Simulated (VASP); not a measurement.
# TePt (P6_3/mmc) in VASP: notebook

Runs on TePt. Level: PBEsol. Tasks: single point.

All numbers are computed with VASP 6.6.1; they aren't measurements. Logs are shortened: lines on timing, memory, paths and dates and some standing lists are left out, and cuts for length are marked.

## (1) The cell of the first run

It takes space group P6_3/mmc (No. 194, hexagonal). Conventional cell: a = 4.275 Å, b = 4.275 Å, c = 5.664 Å, α = 90.00°, β = 90.00°, γ = 120.00°. Te (site symmetry -6m2) has 6 Pt at 2.85 Å and 6 Te at 3.76 Å within 3.8 Å. Within 3.7 Å of Pt (site symmetry -3m) lie 2 Pt at 2.83 Å and 6 Te at 2.85 Å.

## (2) Single point, PBEsol (strain +0.040 along x and y, +0.040 along z)

The input, INCAR:

```
PREC = Accurate ; ENCUT = 520
EDIFF = 1E-7 ; ISMEAR = 0
SIGMA = 0.15 ; LREAL = False
LASPH = True ; NELM = 100
ALGO = Normal ; ISIF = 2
LWAVE = False ; LCHARG = True
GGA = PS ; LELF = True
LVHAR = True ; NBANDS = 24
```

The input, KPOINTS:

```
Automatic mesh
0
Gamma
  12 12 10
```

The input, POSCAR:

```
TePt
1.0
    4.2754398042      0.0000000000      0.0000000000
   -2.1377199021      3.7026394828      0.0000000000
    0.0000000000      0.0000000000      5.6638400000
Te Pt
2 2
Direct
    0.3333333333      0.6666666667      0.2500000000
    0.6666666667      0.3333333333      0.7500000000
    0.0000000000      0.0000000000      0.0000000000
    0.0000000000      0.0000000000      0.5000000000
```

Potentials or basis: VASP PAW PBE potentials, release 64 (Te, Pt).

Command:

```console
cat potpaw_PBE.64/Te/POTCAR potpaw_PBE.64/Pt/POTCAR > POTCAR
mpirun -np 1 vasp_std > vasp.out
```

OUTCAR:

```text
PREC = Accurate
   ENCUT = 520
   EDIFF = 1E-7
   ISMEAR = 0
   LREAL = False
   LASPH = True
   NELM = 100
   ISIF = 2
   GGA = PS

 ion  position               nearest neighbor table
   1  0.333  0.667  0.250-   3 2.85   4 2.85   3 2.85   4 2.85   3 2.85   4 2.85
   2  0.667  0.333  0.750-   3 2.85   4 2.85   3 2.85   4 2.85   3 2.85   4 2.85
   3  0.000  0.000  0.000-   4 2.83   4 2.83   1 2.85   2 2.85   2 2.85   1 2.85   2 2.85   1 2.85

   4  0.000  0.000  0.500-   3 2.83   3 2.83   1 2.85   2 2.85   2 2.85   1 2.85   2 2.85   1 2.85

  LATTYP: Found a hexagonal cell.
 ALAT       =     4.2754398042
 C/A-ratio  =     1.3247385671

  Lattice vectors:

 A1 = (   4.2754398042,   0.0000000000,   0.0000000000)
 A2 = (  -2.1377199021,   3.7026394828,   0.0000000000)
 A3 = (   0.0000000000,   0.0000000000,   5.6638400000)

Analysis of symmetry for initial positions (statically):
=====================================================================
 Subroutine PRICEL returns:
 Original cell was already a primitive cell.

 Routine SETGRP: Setting up the symmetry group for a
 hexagonal supercell.

 Subroutine GETGRP returns: Found 24 space group operations
 (whereof 12 operations were pure point group operations)
 out of a pool of 24 trial point group operations.

The static configuration has the point symmetry D_3d.
 The point group associated with its full space group is D_6h.

Analysis of symmetry for dynamics (positions and initial velocities):
=====================================================================
 Subroutine PRICEL returns:
 Original cell was already a primitive cell.

 Routine SETGRP: Setting up the symmetry group for a
 hexagonal supercell.

 Subroutine GETGRP returns: Found 24 space group operations
 (whereof 12 operations were pure point group operations)
 out of a pool of 24 trial point group operations.

The dynamic configuration has the point symmetry D_3d.
 The point group associated with its full space group is D_6h.

 Subroutine INISYM returns: Found 24 space group operations
 (whereof 12 operations are pure point group operations),
 and found     1 'primitive' translations

----------------------------------------------------------------------------------------

                                     Primitive cell

  volume of cell :      89.6609

[... 91 lines left out ...]
   NELM   =    100;   NELMIN=  2; NELMDL= -5     # of ELM steps
   EDIFF  = 0.1E-06   stopping-criterion for ELM
   LREAL  =      F    real-space projection
   EDIFFG = 0.1E-05   stopping-criterion for IOM
   NSW    =      0    number of steps for IOM
   IBRION =     -1    ionic relax: 0-MD 1-quasi-New 2-CG
   NFREE  =      0    steps in history (QN), initial steepest desc. (CG)
   ISIF   =      2    stress and relaxation
   ISYM   =      2    0-nonsym 1-usesym 2-fastsym
   POTIM  = 0.5000    time-step for ionic-motion
   TEBEG  =    0.0;   TEEND  =   0.0 temperature during run
   PSTRESS=    0.0 pullay stress
   NELECT =      32.0000    total number of electrons
   NUPDOWN=      -1.0000    fix difference up-down
   EMIN   =  10.00;   EMAX   =-10.00  energy-range for DOS
   EFERMI =   0.00;   METHOD = LEGACY
   ISMEAR =     0;   SIGMA  =   0.15  broadening in eV -4-tet -1-fermi 0-gaus
   EFERMI_NEDOS =   21; number of points for ismear=-14 and -15
   IALGO  =     38    algorithm
   IMIX   =      4    mixing-type and parameters
     AMIX     =   0.40;   BMIX     =  1.00
     AMIX_MAG =   1.60;   BMIX_MAG =  1.00
  volume/ion in A,a.u.               =      22.42       151.27
  Fermi-wavevector in a.u.,A,eV,Ry     =   1.161245  2.194434 18.347311  1.348489
  Thomas-Fermi vector in A             =   2.297819
   LORBIT       =      0    0 simple, 1 ext, 2 COOP (PROOUT), +10 PAW based schemes
   GGA     = PS    functional components
   LHFCALC =     F    Hartree Fock is set to
   AEXX    =    0.0000 exact exchange contribution
   IVDW    =     0    specifies the selected vdW correction
   LEPSILON=     F    determine dielectric tensor
   LRPA    =     F    only Hartree local field effects (RPA)
 non-spin polarized calculation
 Gauss-broadening in eV      SIGMA  =   0.15
  energy-cutoff  :      520.00
  volume of cell :       89.66
 maximum number of plane-waves:      2436
 NGX is ok and might be reduce to    32
   NGX = 15   NGY = 15   NGZ = 21

 number of electron      31.9999997 magnetization

 Free energy of the ion-electron system (eV)
  ---------------------------------------------------
  ext. energy  EPLUGINS =         0.00000000
  ---------------------------------------------------
  free energy    TOTEN  =       -21.77368120 eV

  energy without entropy =      -21.74956554  energy(sigma->0) =      -21.76162337

 E-fermi :   8.7443     XC(G=0): -11.1432

 val. band max:        8.7406554865   @ k =   0.0833   0.0833   0.5000
 cond. band min:       8.7534348851   @ k =   0.3333   0.2500   0.0000
 fundamental gap:      0.0127793986
 Fermi energy:         8.7443403602

 k-point     1 :       0.0000    0.0000    0.0000
  band No.  band energies     occupation
      1      -4.9279      2.00000
      2      -2.4566      2.00000
      3       1.8708      2.00000
      4       2.9875      2.00000
      5       2.9875      2.00000
      6       3.6076      2.00000
[... 637 lines left out ...]
     23      15.2165      0.00000
     24      16.4008      0.00000

 [... further k-points ...]

------------------------ aborting loop because EDIFF is reached ----------------------------------------

  FORCE on cell =-STRESS in cart. coord.  units (eV):
  Direction    XX          YY          ZZ          XY          YZ          ZX
  --------------------------------------------------------------------------------------
  -------------------------------------------------------------------------------------
  Total       -2.9931567     -2.9931567     -3.8143029     -0.0000000      0.0000000      0.0000000
  in kB      -53.4855962    -53.4855962    -68.1588988     -0.0000000      0.0000000      0.0000000
  external PRESSURE =     -58.3766970 kB  Pullay stress =       0.0000000 kB

 VOLUME and BASIS-vectors are now :
 -----------------------------------------------------------------------------
  energy-cutoff  :      520.00
  volume of cell :       89.66
      direct lattice vectors                 reciprocal lattice vectors
     4.275439804  0.000000000  0.000000000     0.233894066  0.135038802  0.000000000
    -2.137719902  3.702639483  0.000000000     0.000000000  0.270077604  0.000000000
     0.000000000  0.000000000  5.663840000     0.000000000  0.000000000  0.176558660

 POSITION                                       TOTAL-FORCE (eV/Angst)
 -----------------------------------------------------------------------------------
     -0.00000      2.46843      1.41596         0.000000      0.000000      0.000000
      2.13772      1.23421      4.24788        -0.000000      0.000000      0.000000
      0.00000      0.00000      0.00000        -0.000000      0.000000      0.000000
      0.00000      0.00000      2.83192        -0.000000      0.000000      0.000000
 -----------------------------------------------------------------------------------
    total drift:                               -0.000000      0.000000     -0.000000

  FREE ENERGIE OF THE ION-ELECTRON SYSTEM (eV)
  ---------------------------------------------------
  free  energy   TOTEN  =       -21.7736812021 eV

  energy  without entropy=      -21.7495655358  energy(sigma->0) =      -21.76162337
```

OSZICAR:

```text
N       E                     dE             d eps       ncg     rms          rms(c)
DAV:   1     0.159406075404E+03    0.15941E+03   -0.13866E+04  5480   0.117E+03
DAV:   2    -0.153437346100E+02   -0.17475E+03   -0.16034E+03  6560   0.226E+02
DAV:   3    -0.221193918353E+02   -0.67757E+01   -0.66389E+01  6712   0.435E+01
DAV:   4    -0.222083442023E+02   -0.88952E-01   -0.88906E-01  6440   0.551E+00
DAV:   5    -0.222101314833E+02   -0.17873E-02   -0.17872E-02  6872   0.738E-01    0.193E+01
DAV:   6    -0.218746467314E+02    0.33548E+00   -0.10295E+00  5992   0.774E+00    0.115E+01
DAV:   7    -0.218105685302E+02    0.64078E-01   -0.25662E-01  5584   0.390E+00    0.293E+00
DAV:   8    -0.217742039257E+02    0.36365E-01   -0.12365E-01  5824   0.283E+00    0.136E+00
DAV:   9    -0.217744981333E+02   -0.29421E-03   -0.48736E-03  6584   0.374E-01    0.934E-01
DAV:  10    -0.217738983900E+02    0.59974E-03   -0.48055E-03  5728   0.437E-01    0.201E-01
DAV:  11    -0.217736909486E+02    0.20744E-03   -0.39210E-04  6576   0.156E-01    0.184E-01
DAV:  12    -0.217736859234E+02    0.50251E-05   -0.40621E-05  6312   0.313E-02    0.584E-02
DAV:  13    -0.217736824118E+02    0.35116E-05   -0.53397E-06  6696   0.172E-02    0.161E-02
DAV:  14    -0.217736812972E+02    0.11146E-05   -0.17066E-06  6328   0.880E-03    0.258E-03
DAV:  15    -0.217736811832E+02    0.11404E-06   -0.19240E-07  4544   0.319E-03    0.140E-03
DAV:  16    -0.217736812021E+02   -0.18988E-07   -0.21344E-08  3168   0.714E-04
   1 F= -.21773681E+02 E0= -.21761623E+02  d E =-.241157E-01
```

stdout:

```text
POSCAR found type information on POSCAR TePt
 POSCAR found :  2 types and       4 ions
 scaLAPACK will be used
 -----------------------------------------------------------------------------
|                                                                             |
|                                                                             |
|     You enforced a specific xc type in the INCAR file but a different       |
|     I HOPE YOU KNOW WHAT YOU ARE DOING!                                     |
|                                                                             |
 -----------------------------------------------------------------------------

 LDA part: xc-table for (Slater+PW92), standard interpolation
 POSCAR, INCAR and KPOINTS ok, starting setup
 FFT: planning ... GRIDC
 FFT: planning ... GRID_SOFT
 FFT: planning ... GRID
 WAVECAR not read
 entering main loop
```

Run time: 2.2 min. Hardware: 1 thread of AMD EPYC 9R45 (Zen 5), shared host; peak memory 0.33 GiB.

Results:

```yaml
Free_energy: -21.7737 eV
Pressure: -5.8 GPa
Band_gap_on_the_k_mesh: zero (bands 16 and 17 overlap by 1.34 eV)
```

Levels at points of the mesh, in eV from the Fermi level:
```
           k point  band 12  band 13  band 14  band 15  band 16  band 17  band 18  band 19  band 20  band 21
(0.00, 0.00, 0.00)    -1.80    -1.53    -1.53     0.19     0.50     1.31     1.80     2.10     2.10     4.63
(0.50, 0.00, 0.00)    -2.67    -2.39    -1.96    -1.79    -1.57     1.25     2.39     3.43     3.58     3.89
(0.00, 0.00, 0.50)    -3.11    -2.48    -2.48     0.93     0.93     0.93     0.93     3.77     3.77     5.55
(0.50, 0.00, 0.50)    -2.73    -2.72    -2.72    -0.37    -0.37     0.37     0.37     2.48     2.48     6.76
```

Caveat: the cell differs from its parent crystal (strain +0.040 along x and y, +0.040 along z); the cell stands under tension; the PAW data sets were made with another functional, which shifts forces and pressure a little; spin-orbit coupling is left out, which moves the levels of the heavy elements.

[end of part 1 of 2]

The gap in the log of VASP goes by the Fermi energy; the results here count the filled bands.